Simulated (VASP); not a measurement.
# MgO (CsCl type) (Pm-3m) in VASP: a series of runs, part 2 of 2

VASP 6.6.1. The steps go on from the part before.

## Step 3: Relaxation of cell and atoms, PBE, target pressure -0.0091 GPa, at which the enthalpy is minimised

This run uses another cell than the first one, of 8.95 Å³/atom, 0.951 times its volume.

INCAR reads:

```
  PREC = Accurate
  ENCUT = 600
  EDIFF = 1E-7
  ISMEAR = -1
  SIGMA = 0.08
  LREAL = False
  LASPH = True
  NELM = 80
  ALGO = Normal
  ISIF = 3
  LWAVE = False
  LCHARG = False
  GGA = PE
  IBRION = 2
  NSW = 60
  EDIFFG = -0.005
  PSTRESS = -0.091
```

KPOINTS reads:

```
Automatic mesh
0
Gamma
  14 14 14
```

POSCAR reads:

```
MgO
1.0
    2.6157337514      0.0000000000      0.0000000000
    0.0000000000      2.6157337514      0.0000000000
    0.0000000000      0.0000000000      2.6157337514
Mg O
1 1
Direct
    0.0000000000      0.0000000000      0.0000000000
    0.5000000000      0.5000000000      0.5000000000
```

Potentials or basis: VASP PAW PBE potentials, release 64 (Mg, O).

Started as:

```console
> cat potpaw_PBE.64/Mg/POTCAR potpaw_PBE.64/O/POTCAR > POTCAR
> mpirun -np 1 vasp_std > vasp.out
```

OUTCAR:

```text
PREC = Accurate
   ENCUT = 600
   EDIFF = 1E-7
   ISMEAR = -1
   LREAL = False
   LASPH = True
   NELM = 80
   ISIF = 3
   GGA = PE
   IBRION = 2
   NSW = 60
   EDIFFG = -0.005
   PSTRESS = -0.091

 ion  position               nearest neighbor table
   1  0.000  0.000  0.000-   2 2.27   2 2.27   2 2.27   2 2.27   2 2.27   2 2.27   2 2.27   2 2.27

   2  0.500  0.500  0.500-   1 2.27   1 2.27   1 2.27   1 2.27   1 2.27   1 2.27   1 2.27   1 2.27

  LATTYP: Found a simple cubic cell.
 ALAT       =     2.6157337514

  Lattice vectors:

 A1 = (   2.6157337514,   0.0000000000,   0.0000000000)
 A2 = (   0.0000000000,   2.6157337514,   0.0000000000)
 A3 = (   0.0000000000,   0.0000000000,   2.6157337514)

Analysis of symmetry for initial positions (statically):
=====================================================================
 Subroutine PRICEL returns:
 Original cell was already a primitive cell.

 Routine SETGRP: Setting up the symmetry group for a
 simple cubic supercell.

 Subroutine GETGRP returns: Found 48 space group operations
 (whereof 48 operations were pure point group operations)
 out of a pool of 48 trial point group operations.

The static configuration has the point symmetry O_h .

Analysis of symmetry for dynamics (positions and initial velocities):
=====================================================================
 Subroutine PRICEL returns:
 Original cell was already a primitive cell.

 Routine SETGRP: Setting up the symmetry group for a
 simple cubic supercell.

 Subroutine GETGRP returns: Found 48 space group operations
 (whereof 48 operations were pure point group operations)
 out of a pool of 48 trial point group operations.

[... 122 lines left out ...]
  Fermi-wavevector in a.u.,A,eV,Ry     =   1.251732  2.365430 21.318051  1.566833
  Thomas-Fermi vector in A             =   2.385665
   LORBIT       =      0    0 simple, 1 ext, 2 COOP (PROOUT), +10 PAW based schemes
   GGA     = PE    functional components
   LHFCALC =     F    Hartree Fock is set to
   AEXX    =    0.0000 exact exchange contribution
   IVDW    =     0    specifies the selected vdW correction
   LEPSILON=     F    determine dielectric tensor
   LRPA    =     F    only Hartree local field effects (RPA)
 conjugate gradient relaxation of ions
 non-spin polarized calculation
  energy-cutoff  :      600.00
  volume of cell :       17.90
 maximum number of plane-waves:       624
 NGX is ok and might be reduce to    24
   NGX = 11   NGY = 11   NGZ = 11

--------------------------------------- Ionic step        1  -------------------------------------------

 number of electron       8.0000002 magnetization

 Free energy of the ion-electron system (eV)
  ---------------------------------------------------
  ext. energy  EPLUGINS =         0.00000000
  ---------------------------------------------------
  free energy    TOTEN  =       -10.38528446 eV

  energy without entropy =      -10.38528446  energy(sigma->0) =      -10.38528446

------------------------ aborting loop because EDIFF is reached ----------------------------------------

  FORCE on cell =-STRESS in cart. coord.  units (eV):
  Direction    XX          YY          ZZ          XY          YZ          ZX
  --------------------------------------------------------------------------------------
  -------------------------------------------------------------------------------------
  Total        0.7511745      0.7511745      0.7511745     -0.0000000     -0.0000000      0.0000000
  in kB       67.2466722     67.2466722     67.2466722     -0.0000000     -0.0000000      0.0000000
  external PRESSURE =      67.3376722 kB  Pullay stress =      -0.0910000 kB
[... 63 lines left out ...]
--------------------------------------- Ionic step        3  -------------------------------------------

 number of electron       8.0000002 magnetization

 Free energy of the ion-electron system (eV)
  ---------------------------------------------------
  ext. energy  EPLUGINS =         0.00000000
  ---------------------------------------------------
  free energy    TOTEN  =       -10.40150972 eV

  energy without entropy =      -10.40150971  energy(sigma->0) =      -10.40150972

 E-fermi :   6.0863     XC(G=0): -11.2003

 val. band max:        4.7977357422   @ k =   0.5000   0.5000   0.0000
 cond. band min:       7.1004592332   @ k =   0.0000   0.0000   0.0000
 fundamental gap:      2.3027234910
 Fermi energy:         6.0862928925

 k-point     1 :       0.0000    0.0000    0.0000
  band No.  band energies     occupation
      1     -13.5558      2.00000
      2       3.8167      2.00000
      3       3.8167      2.00000
      4       3.8167      2.00000
      5       7.1005      0.00001
      6      15.2011      0.00000
      7      15.2011      0.00000
      8      24.7110      0.00000
[... 243 lines left out ...]
 k-point    24 :       0.3571    0.2143    0.0000
  band No.  band energies     occupation
      1     -12.3232      2.00000
      2      -0.2717      2.00000
      3       2.2072      2.00000
      4       4.3646      2.00000
      5      11.7559      0.00000
      6      14.2759      0.00000
      7      16.6941      0.00000
      8      22.2071      0.00000

 [... further k-points ...]
[... 5 lines left out ...]
  --------------------------------------------------------------------------------------
  -------------------------------------------------------------------------------------
  Total        0.0001643      0.0001643      0.0001643      0.0000000     -0.0000000      0.0000000
  in kB        0.0140802      0.0140802      0.0140802      0.0000000     -0.0000000      0.0000000
  external PRESSURE =       0.1050802 kB  Pullay stress =      -0.0910000 kB
[... 21 lines left out ...]
  energy  without entropy=      -10.4015097141  energy(sigma->0) =      -10.40150972

  enthalpy is  TOTEN    =       -10.4025718532 eV   P V=       -0.0010621328

 reached required accuracy - stopping structural energy minimisation
```

CONTCAR:

```text
MgO
   1.00000000000000
     2.6542958977723252    0.0000000000000000    0.0000000000000000
    -0.0000000000000000    2.6542958977723252    0.0000000000000000
    -0.0000000000000000   -0.0000000000000000    2.6542958977723252
  Mg              O
     1     1
Direct
     0.0000000000000000    0.0000000000000000    0.0000000000000000
     0.5000000000000000    0.5000000000000000    0.5000000000000000

  0.00000000E+00  0.00000000E+00  0.00000000E+00
  0.00000000E+00  0.00000000E+00  0.00000000E+00
```

It took 14 s on 1 thread of Intel Xeon 6975P-C (Granite Rapids), shared host; peak memory 0.16 GiB.

What came out:

- Free energy: -10.4015 eV
- Relaxed volume: 9.35 Å³/atom
- Relaxed cell: a = 2.654 Å, b = 2.654 Å, c = 2.654 Å, α = 90.00°, β = 90.00°, γ = 90.00°
- Space group after relaxing (to 0.05 Å): Pm-3m (No. 221)
- Energy change on relaxing (the enthalpy is what falls): -8.1 meV/atom
- Ionic steps: 3
- Pressure after relaxing: 0.0 GPa
- Band gap on the k mesh: 2.30 eV, indirect (least direct gap 3.28 eV)

The path:
```
step  energy change (eV)  largest force (eV/Å)  pressure (GPa)  volume (Å³)
   1              0.0000                0.0000            6.72        17.90
   2             -0.0154                0.0000           -1.37        18.89
   3             -0.0162                0.0000            0.00        18.70
```

Final structure:
```yaml
crystal:
  lattice:
    - [2.65430, 0.00000, 0.00000]
    - [0.00000, 2.65430, 0.00000]
    - [0.00000, 0.00000, 2.65430]
  atoms:
    - { symbol: Mg, position: [0.00000, 0.00000, 0.00000] }
    - { symbol: O, position: [0.50000, 0.50000, 0.50000] }
```

Caveat: the cell is relaxed towards a set pressure, so the enthalpy falls and the energy may rise.

## Step 4: Relaxation of cell and atoms, PBE, target pressure -0.0091 GPa, at which the enthalpy is minimised

INCAR reads:

```
SYSTEM = MgO
PREC     = Accurate       ! precision mode
ENCUT    = 600            ! plane-wave cutoff, eV
EDIFF    = 1E-6           ! SCF threshold, eV
ISMEAR   = -1             ! smearing method
SIGMA    = 0.08           ! smearing width, eV
LREAL    = .False.        ! projectors in reciprocal space
LASPH    = .True.         ! aspherical terms in the spheres
NELM     = 80             ! most SCF steps
ALGO     = Normal         ! electronic algorithm
ISIF     = 3              ! what is computed and relaxed
LWAVE    = .False.        ! write WAVECAR
LCHARG   = .False.        ! write CHGCAR
GGA      = PE             ! functional
IBRION   = 2              ! ionic algorithm
NSW      = 32             ! ionic steps
EDIFFG   = -0.005         ! ionic threshold
PSTRESS  = -0.091
```

KPOINTS reads:

```
Automatic mesh
0
Gamma
  14 14 14
  0 0 0
```

POSCAR reads:

```
MgO
1.0
    2.6598878752      0.0000000000      0.0000000000
    0.0000000000      2.6598878752      0.0000000000
    0.0000000000      0.0000000000      2.6598878752
Mg O
1 1
Direct
    0.0000000000      0.0000000000      0.0000000000
    0.5000000000      0.5000000000      0.5000000000
```

Started as:

```console
> cat potpaw_PBE.64/Mg/POTCAR potpaw_PBE.64/O/POTCAR > POTCAR
> mpirun -np 1 vasp_std > vasp.out
```

It took 11 s on 1 thread of Intel Xeon 6975P-C (Granite Rapids), shared host; peak memory 0.16 GiB.

The run converged. Its results:

| Item | Value |
| --- | --- |
| Free energy | -10.4036 eV |
| Relaxed volume | 9.35 Å³/atom |
| Relaxed cell | a = 2.654 Å, b = 2.654 Å, c = 2.654 Å, α = 90.00°, β = 90.00°, γ = 90.00° |
| Space group after relaxing (to 0.05 Å) | Pm-3m (No. 221) |
| Energy change on relaxing (the enthalpy is what falls) | -0.2 meV/atom |
| Ionic steps | 3 |
| Pressure after relaxing | 0.0 GPa |
| Band gap on the k mesh | 2.31 eV, indirect (least direct gap 3.29 eV) |

Step by step:
| step | energy change (eV) | largest force (eV/Å) | pressure (GPa) | volume (Å³) |
| --- | --- | --- | --- | --- |
| 1 | 0.0000 | 0.0000 | -0.92 | 18.82 |
| 2 | -0.0004 | 0.0000 | 0.15 | 18.67 |
| 3 | -0.0004 | 0.0000 | -0.02 | 18.69 |

Final structure:
```yaml
crystal:
  lattice:
    - [2.65398, 0.00000, 0.00000]
    - [0.00000, 2.65398, 0.00000]
    - [0.00000, 0.00000, 2.65398]
  atoms:
    - { symbol: Mg, position: [0.00000, 0.00000, 0.00000] }
    - { symbol: O, position: [0.50000, 0.50000, 0.50000] }
```

Levels at points of the mesh, in eV from the valence-band top:
```csv
k point,band 1,band 2,band 3,band 4,band 5,band 6,band 7,band 8
"(0.00, 0.00, 0.00)",-18.36,-0.98,-0.98,-0.98,2.31,10.40,10.40,19.92
"(0.50, 0.00, 0.00)",-17.19,-6.36,-0.54,-0.54,6.82,9.18,14.42,17.31
"(0.50, 0.50, 0.00)",-16.36,-4.58,-4.58,0.00,4.86,11.93,11.93,13.16
"(0.50, 0.50, 0.50)",-15.56,-3.51,-3.51,-3.51,7.39,7.39,7.39,15.87
```

Caveat: the cell is relaxed towards a set pressure, so the enthalpy falls and the energy may rise. As with any semilocal functional, this PBE gap is likely too small.

## Step 5: Overview

```tsv
task	cell	cutoff (eV)	gap on the mesh (eV)	pressure (GPa)
single point	a = 2.660 Å, 2 atoms	520	2.25	-0.7
relaxation of cell and atoms	relaxed to -0.0091 GPa from a = 2.616 Å, 2 atoms	600	2.30	0.0
relaxation of cell and atoms	relaxed to -0.0091 GPa from a = 2.660 Å, 2 atoms	600	2.31	0.0
```

Alike in all rows: level PBE; potentials or basis VASP PAW PBE potentials, release 64 (Mg, O); no spin polarisation; k mesh 14 × 14 × 14; smearing fermi-dirac 0.08 eV.

Caveats: the cell is relaxed towards a set pressure, so the enthalpy falls and the energy may rise (some runs).

Absolute energies hang on the potentials; compare differences alone.
